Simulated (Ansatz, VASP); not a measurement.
**One calculation of BaTiO3, two programs**

```
CELL_PARAMETERS angstrom
4.07825 0.00000 0.00000
0.00000 4.07825 0.00000
0.00000 0.00000 4.09680
ATOMIC_POSITIONS crystal
Ba 0.00000 0.00000 0.99075
Ti 0.50000 0.50000 0.47487
O 0.50000 0.50000 0.03171
O 0.50000 0.00000 0.51534
O 0.00000 0.50000 0.51534
```

Change from the starting cell: volume scaled by 1.06, ions relaxed.

Alike in both runs: functional PBE; k mesh 8 × 8 × 8; occupations fermi-dirac, width 0.02 eV; no spin polarisation.

Ansatz relaxed the structure, and its values are those at the end. VASP's run is a single point on that final structure, the one shown.

|  | VASP | Ansatz |
| --- | --- | --- |
| version | VASP 6.6.1 | Ansatz 0.2.0 |
| potentials or method | VASP PAW PBE potentials, release 64 (Ba_sv, Ti_sv, O_h) | plane-wave PAW, scalar-relativistic |
| plane-wave cutoff (eV) | 1340 | 420 |
| valence electrons in the cell | 40 | 40 |

VASP gave:

```
gap on the k mesh at the Fermi level (eV) : 1.73
pressure (GPa)                            : -2.9
rms of the force components (eV/Å)        : 0.026
```

Problem. What did Ansatz give for the same quantities?

Solution. gap on the k mesh at the Fermi level (eV): 1.78; pressure (GPa): -4.2; rms of the force components (eV/Å): 0.007.

Ansatz's warnings: stress scf threshold loose.

Neither program's run includes spin-orbit coupling.
